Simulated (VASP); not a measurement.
Set up this calculation in VASP 6.6.1, as the native input.

- Task: single point
- Functional: PBE
- Potentials or basis: VASP PAW PBE potentials, release 64 (Sr_sv, Nb_sv)
- Cutoff: 520 eV
- k mesh: 6 × 6 × 6
- Occupations: gaussian, width 0.1 eV
- Spin: no spin polarisation
- Dipole correction: no
- Further INCAR settings: ALGO = Normal; EDIFF = 1e-06; NBANDS = 18

The structure of SrNb lies in POSCAR:

```
SrNb
1.0
    0.0000000000      3.1487222597      3.1487222597
    3.1487222597      0.0000000000      3.1487222597
    3.1487222597      3.1487222597      0.0000000000
Sr Nb
1 1
Direct
    0.0000000000      0.0000000000      0.0000000000
    0.5000000000      0.5000000000      0.5000000000
```

The input as run:

INCAR

```
PREC = Accurate ; ENCUT = 520
EDIFF = 1E-6 ; ISMEAR = 0
SIGMA = 0.1 ; LREAL = False
LASPH = True ; NELM = 80
ALGO = Normal ; ISIF = 2
LWAVE = False ; LCHARG = False
GGA = PE ; NBANDS = 18
```

KPOINTS

```
Automatic mesh
0
Gamma
  6 6 6
```

Potentials or basis: VASP PAW PBE potentials, release 64 (Sr_sv, Nb_sv).

Run with:

```bash
$ cat potpaw_PBE.64/Sr_sv/POTCAR potpaw_PBE.64/Nb_sv/POTCAR > POTCAR
$ mpirun -np 1 vasp_std > vasp.out
```

It gave:

```
Pressure : 0.2 GPa
```

It took 9.7 s on 1 thread of Intel(R) Xeon(R) 6975P-C (Granite Rapids) (shared host), peak memory 0.2 GiB.
